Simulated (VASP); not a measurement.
## KTaO3: relaxation of cell and atoms with PBEsol

Crystal: KTaO3.

```
Ta K O
1.0
     3.98830    0.00000    0.00000
     0.00000    3.98830    0.00000
     0.00000    0.00000    3.98830
Ta K O
1 1 3
Direct
  0.00000 0.00000 0.00000
  0.50000 0.50000 0.50000
  0.00000 0.00000 0.50000
  0.00000 0.50000 0.00000
  0.50000 0.00000 0.00000
```

```
Program                : VASP 6.6.1
Task                   : relaxation of cell and atoms
Functional             : PBEsol
Potentials or basis    : VASP PAW PBE potentials, release 64 (Ta_pv, K_sv, O)
Cutoff                 : 600 eV
k mesh                 : 7 × 7 × 7
Occupations            : fermi-dirac, width 0.05 eV
Spin                   : no spin polarisation
Target pressure        : 10 GPa
Dipole correction      : no
Further INCAR settings : ALGO = Normal; EDIFF = 1e-06; IBRION = 2; EDIFFG = -0.01; NSW = 60; ISIF = 3
```

```
Relaxed volume                                             : 12.14 Å³/atom
Relaxed cell                                               : a = 3.930 Å, b = 3.930 Å, c = 3.930 Å, α = 90.00°, β = 90.00°, γ = 90.00°
Space group after relaxing (to 0.1 Å)                      : Pm-3m (No. 221)
Energy change on relaxing (the run minimises the enthalpy) : +16.5 meV/atom
Ionic steps                                                : 4
Pressure after relaxing                                    : 10.0 GPa
Band gap on the k mesh                                     : 2.24 eV (least direct gap 2.77 eV)
```

Step by step:
```csv
step,energy change (eV),largest force (eV/Å),pressure (GPa),volume (Å³)
1,0.0000,0.0000,0.13,63.44
2,0.5964,0.0000,30.58,56.53
3,0.0794,0.0000,9.78,60.77
4,0.0826,0.0000,9.99,60.72
```

Final structure:
```xyz
5
Lattice="3.9304 0.0000 0.0000 0.0000 3.9304 0.0000 0.0000 0.0000 3.9304" Properties=species:S:1:pos:R:3 pbc="T T T"
Ta    0.0000    0.0000    0.0000
K     1.9652    1.9652    1.9652
O     0.0000    0.0000    1.9652
O     0.0000    1.9652    0.0000
O     1.9652    0.0000    0.0000
```

Levels at points of the mesh, in eV from the valence-band top:
| k point | band 15 | band 16 | band 17 | band 18 | band 19 | band 20 | band 21 | band 22 | band 23 |
| --- | --- | --- | --- | --- | --- | --- | --- | --- | --- |
| (0.00, 0.00, 0.00) | -1.08 | -1.08 | -0.53 | -0.53 | -0.53 | 2.24 | 2.24 | 2.24 | 6.86 |

Wall time 2 min on 1 thread of Intel Xeon 8259CL (shared host), peak memory 0.21 GiB.

Caveat: the cell is relaxed towards a set pressure, so the run minimises the enthalpy, not the energy; the PAW data sets were made with another functional, which shifts forces and pressure a little; spin-orbit coupling is left out, which moves the levels of the heavy elements; an odd mesh through Γ misses points on the zone boundary, where band edges can lie.
